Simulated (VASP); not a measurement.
## Bi: single point with PBEsol

Bi:

```
CELL_PARAMETERS angstrom
-4.38961 4.38961 2.03771
4.38961 -4.38961 2.03771
4.38961 4.38961 -2.03771
ATOMIC_POSITIONS crystal
Bi 0.14566 0.35434 0.50000
Bi 0.85434 0.64566 0.50000
Bi 0.64566 0.14566 0.79131
Bi 0.35434 0.85434 0.20869
```

This cell differs from its parent crystal: volume scaled by 0.96.

| Quantity | Value |
| --- | --- |
| Program | VASP 6.6.1 |
| Task | single point |
| Functional | PBEsol |
| Potentials or basis | VASP PAW PBE potentials, release 64 (Bi_d) |
| Cutoff | 520 eV |
| k mesh | 7 × 7 × 7 |
| Occupations | fermi-dirac, width 0.05 eV |
| Spin | no spin polarisation |

- Pressure: -0.3 GPa
- Largest force: 0.010 eV/Å
- Band gap on the k mesh: zero (band 30 reaches 6.32 eV, above the bottom of band 31 at 4.80 eV)

Forces on the atoms (eV/Å):
```
Bi  -0.007  0.007  0.000
Bi   0.007 -0.007  0.000
Bi   0.007  0.007  0.000
Bi  -0.007 -0.007  0.000
```

Stress tensor (GPa, compression positive):
```
-0.35  0.00  0.00
 0.00 -0.35  0.00
 0.00  0.00 -0.25
```

Levels at points of the mesh, in eV from the Fermi level:
| k point | band 28 | band 29 | band 30 | band 31 | band 32 | band 33 |
| --- | --- | --- | --- | --- | --- | --- |
| (0.00, 0.00, 0.00) | -1.28 | -0.61 | -0.40 | -0.04 | -0.04 | 3.04 |

Run time: 11 min on 1 thread of AMD EPYC 7R43 64-Core Processor (Zen 3), on a shared host, peak memory 0.38 GiB.

Caveat: the PAW data sets were made with another functional, which shifts forces and pressure a little; spin-orbit coupling is left out, which moves the levels of the heavy elements.
